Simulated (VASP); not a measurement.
A run of VASP 6.6.1 is set up as follows.

Contents of INCAR:

```
PREC = Accurate
ENCUT = 500
EDIFF = 1E-6
ISMEAR = 0
SIGMA = 0.1
LREAL = F
LASPH = T
NELM = 200
ALGO = Normal
ISIF = 2
LWAVE = F
LCHARG = F
GGA = PE
NBANDS = 36
GGA_COMPAT = F
LMAXMIX = 6
```

Contents of KPOINTS:

```
Automatic mesh
0
Gamma
  6 6 6
```

POSCAR

```
Sr4TmSi
1.0
    2.7624599666      1.5949070053      8.3627801374
   -2.7624599666      1.5949070053      8.3627801374
    0.0000000000     -3.1898140106      8.3627801374
Sr Tm Si
4 1 1
Direct
    0.7057022787      0.7057022787      0.7057022787
    0.2942977213      0.2942977213      0.2942977213
    0.8810725328      0.8810725328      0.8810725328
    0.1189274672      0.1189274672      0.1189274672
    0.5000000000      0.5000000000      0.5000000000
    0.0000000000      0.0000000000      0.0000000000
```

Potentials or basis: VASP PAW PBE potentials, release 64 (Sr_sv, Tm_3, Si), 4f in core.

The run is started by

```console
$ cat potpaw_PBE.64/Sr_sv/POTCAR potpaw_PBE.64/Tm_3/POTCAR potpaw_PBE.64/Si/POTCAR > POTCAR
$ mpirun -np 1 vasp_std > vasp.out
```

Task: Estimate the largest force.

Result: 0.007 eV/Å.

Task: Predict the pressure.

Result: 3.1 GPa.

Task: Predict the band gap on the k mesh.

Result: Zero (an odd number of electrons rules out a gap without spin polarisation).

Forces in eV/Å, atoms in the order of the input:
```
Sr   0.000  0.000  0.006
Sr   0.000  0.000 -0.006
Sr   0.000  0.000  0.007
Sr   0.000  0.000 -0.007
Tm   0.000  0.000  0.000
Si   0.000  0.000  0.000
```

Caveat: the cell stands under pressure; spin-orbit coupling is left out, which moves the levels of the heavy elements; the 4f electrons are frozen in the core, so they carry no moment and show no levels. Spin polarisation is off, so any magnetic state and its effect on volume and gap are missing.
